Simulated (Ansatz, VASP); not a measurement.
## One calculation of Sb2Pt, two programs

```
CELL_PARAMETERS angstrom
6.50458 0.00000 0.00000
0.00000 6.50458 0.00000
0.00000 0.00000 6.50458
ATOMIC_POSITIONS crystal
Sb 0.37551 0.37551 0.37551
Sb 0.12449 0.62449 0.87551
Sb 0.87551 0.12449 0.62449
Sb 0.62449 0.87551 0.12449
Sb 0.62449 0.62449 0.62449
Sb 0.87551 0.37551 0.12449
Sb 0.12449 0.87551 0.37551
Sb 0.37551 0.12449 0.87551
Pt 0.00000 0.00000 0.00000
Pt 0.50000 0.00000 0.50000
Pt 0.50000 0.50000 0.00000
Pt 0.00000 0.50000 0.50000
```

Alike in both runs: functional r2SCAN; k mesh 6 × 6 × 6; occupations gaussian, width 0.1 eV; no spin polarisation.

Ansatz relaxed the structure, and its values are those at the end. VASP's run is a single point on that final structure, the one shown.

```csv
,VASP,Ansatz
version,VASP 6.6.1,Ansatz 0.2.0
potentials or method,"VASP PAW PBE potentials, release 64 (Sb, Pt), cutoff 520 eV","scalar-relativistic, plane waves, PAW"
valence electrons in the cell,80,192
```

VASP gave:

```
gap on the k mesh at the Fermi level (eV) : none
pressure (GPa)                            : -0.1
rms of the force components (eV/Å)        : 0.014
```

Task: Which values does Ansatz return?

Result: gap on the k mesh at the Fermi level (eV): none; pressure (GPa): 0.0; rms of the force components (eV/Å): 0.000.

VASP's potentials were made for PBE, not for r2SCAN. A gap of «none» marks a metal or a gap that the smearing closes. With one functional, cell and mesh, what is left measures potentials, basis and numerics. VASP's potentials hold 80 valence electrons a cell and Ansatz's 192, so a difference there can come from the potentials and not from the codes.

Spin-orbit coupling is off throughout.
